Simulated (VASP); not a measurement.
A run of VASP 6.6.1:

The input INCAR:

```
ALGO     = Normal         # electronic algorithm
EDIFF    = 1E-6           # SCF threshold, eV
ENCUT    = 520            # plane-wave cutoff, eV
GGA      = PS             # functional
ISIF     = 2              # what is computed and relaxed
ISMEAR   = -1             # smearing method
LASPH    = True           # aspherical terms in the spheres
LCHARG   = True           # write CHGCAR
LELF     = True           # ELF
LREAL    = False          # projectors in reciprocal space
LVHAR    = True         
LWAVE    = False          # write WAVECAR
NBANDS   = 21             # bands
NELM     = 60             # most SCF steps
PREC     = Accurate       # precision mode
SIGMA    = 0.1            # smearing width, eV
```

File KPOINTS:

```
k-points
0
Gamma
  12 12 8
```

Contents of POSCAR:

```
Pb
1.0
   -3.1037837524      3.0528661608      1.6728205473
    3.0528661608     -3.1037837524      1.6728205473
    3.1775990998      3.1775990998     -1.7660762096
Pb
2
Direct
    0.9976815058      0.0023184942      0.0000000000
    0.7523184942      0.2476815058      0.5000000000
```

Potentials or basis: VASP PAW PBE potentials, release 64 (Pb_d).

Run with:

```sh
$ cat potpaw_PBE.64/Pb_d/POTCAR > POTCAR
$ mpirun -np 1 vasp_std > vasp.out
```

Hardware: 1 thread of AMD EPYC 9R45 96-Core Processor (Zen 5), on a shared host.

Task: Estimate the wall time of this run.

Result: Wall time 3.1 min on 1 thread of AMD EPYC 9R45 96-Core Processor (Zen 5), on a shared host, peak memory 0.42 GiB. Counts: scf iterations 11, k points 320.
